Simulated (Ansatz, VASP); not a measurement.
**Ga: VASP beside Ansatz**

POSCAR

```
Ga
1.0
   -1.6774372127      1.6774372127      1.6774372127
    1.6774372127     -1.6774372127      1.6774372127
    1.6774372127      1.6774372127     -1.6774372127
Ga
1
Direct
    0.0000000000      0.0000000000      0.0000000000
```

Contents of INCAR.step1:

```
SYSTEM = Ga
PREC     = Accurate       ! precision mode
ENCUT    = 520            ! plane-wave cutoff, eV
EDIFF    = 1E-5           ! SCF threshold, eV
ISMEAR   = 0              ! smearing method
SIGMA    = 0.05           ! smearing width, eV
LREAL    = .FALSE.        ! projectors in reciprocal space
LASPH    = .TRUE.         ! aspherical terms in the spheres
NELM     = 100            ! most SCF steps
ALGO     = Normal         ! electronic algorithm
ISIF     = 2              ! what is computed and relaxed
LWAVE    = .TRUE.         ! write WAVECAR
GGA      = PE             ! functional
NBANDS   = 12             ! bands
```

File INCAR.step2:

```
SYSTEM = Ga
PREC     = Accurate       ! precision mode
ENCUT    = 520            ! plane-wave cutoff, eV
EDIFF    = 1E-6           ! SCF threshold, eV
ISMEAR   = 0              ! smearing method
SIGMA    = 0.05           ! smearing width, eV
LREAL    = .FALSE.        ! projectors in reciprocal space
LASPH    = .TRUE.         ! aspherical terms in the spheres
NELM     = 100            ! most SCF steps
ALGO     = Normal         ! electronic algorithm
ISIF     = 2              ! what is computed and relaxed
LWAVE    = .FALSE.        ! write WAVECAR
LCHARG   = .TRUE.         ! write CHGCAR
GGA      = PE             ! functional
LHFCALC  = .TRUE.         ! exact exchange
HFSCREEN = 0.2079         ! screening, 1/A
PRECFOCK = Normal       
LELF     = .TRUE.         ! ELF
LVHAR    = .TRUE.       
ISTART   = 1            
NBANDS   = 12             ! bands
```

KPOINTS

```
regular mesh
0
G
  8 8 8
  0 0 0
```

Input for Ansatz:

```yaml
crystal:
  lattice:
    - [-1.6774372127, 1.6774372127, 1.6774372127]
    - [1.6774372127, -1.6774372127, 1.6774372127]
    - [1.6774372127, 1.6774372127, -1.6774372127]
  atoms:
    - { symbol: Ga, position: [0.0, 0.0, 0.0] }
basis:
  ecutwfc: 420
  ecutrho_ratio: 4
kpoints:
  mp_grid: { grid: [8, 8, 8] }
hamiltonian:
  xc: hse06
scf:
  occupations: { method: gaussian, width: 0.05 }
output:
  forces: true
  stress: true
  eigenvalues: true
```

Alike in both runs: task single point; functional HSE06; k mesh 8 × 8 × 8; occupations gaussian, width 0.05 eV; no spin polarisation.

|  | VASP | Ansatz |
| --- | --- | --- |
| version | VASP 6.6.1 | Ansatz 0.2.0 |
| potentials or method | VASP PAW PBE potentials, release 64 (Ga_d), cutoff 520 eV | scalar-relativistic, plane waves, PAW |
| valence electrons in the cell | 13 | 13 |

|  | VASP | Ansatz | Ansatz less VASP |
| --- | --- | --- | --- |
| gap on the k mesh at the Fermi level (eV) | none | none | - |
| pressure (GPa) | 0.3 | 0.0 | -0.30 |

A gap of «none» marks a metal or a gap that the smearing closes. Ansatz's warnings: filled band counts differ across k points, stress exchange threshold loose, stress scf threshold loose.
